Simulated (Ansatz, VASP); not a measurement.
**One calculation of Ge5CN8, two programs**

```
Ge C N
1.0
     7.86689    0.00000    0.06837
     0.00000    3.02271    0.00000
    -3.87459    0.00000    6.59877
Ge C N
5 1 8
Direct
  0.58389 0.50000 0.83321
  0.82783 0.00000 0.24169
  0.79506 0.00000 0.62037
  0.22714 0.50000 0.40331
  0.39924 0.00000 0.15007
  0.19885 0.50000 0.77048
  0.31394 0.50000 0.67688
  0.66293 0.00000 0.34069
  0.72038 0.50000 0.69914
  0.63857 0.00000 0.97722
  0.05997 0.00000 0.69117
  0.96464 0.50000 0.27645
  0.30699 0.00000 0.33197
  0.30057 0.50000 0.98735
```

Alike in both runs: task single point; functional PBE; k mesh 4 × 8 × 4; occupations fermi-dirac, width 0.02 eV; no spin polarisation.

```csv
,VASP,Ansatz
version,VASP 6.6.1,Ansatz 0.2.0
potentials or method,"VASP PAW PBE potentials, release 64 (Ge_d, C, N)","plane waves, PAW"
plane-wave cutoff (eV),520,420
valence electrons in the cell,114,114
```

```csv
,VASP,Ansatz,Ansatz less VASP
gap on the k mesh at the Fermi level (eV),1.21,1.21,0.000
pressure (GPa),5.8,6.4,+0.56
rms of the force components (eV/Å),0.083,0.099,+0.0164
```
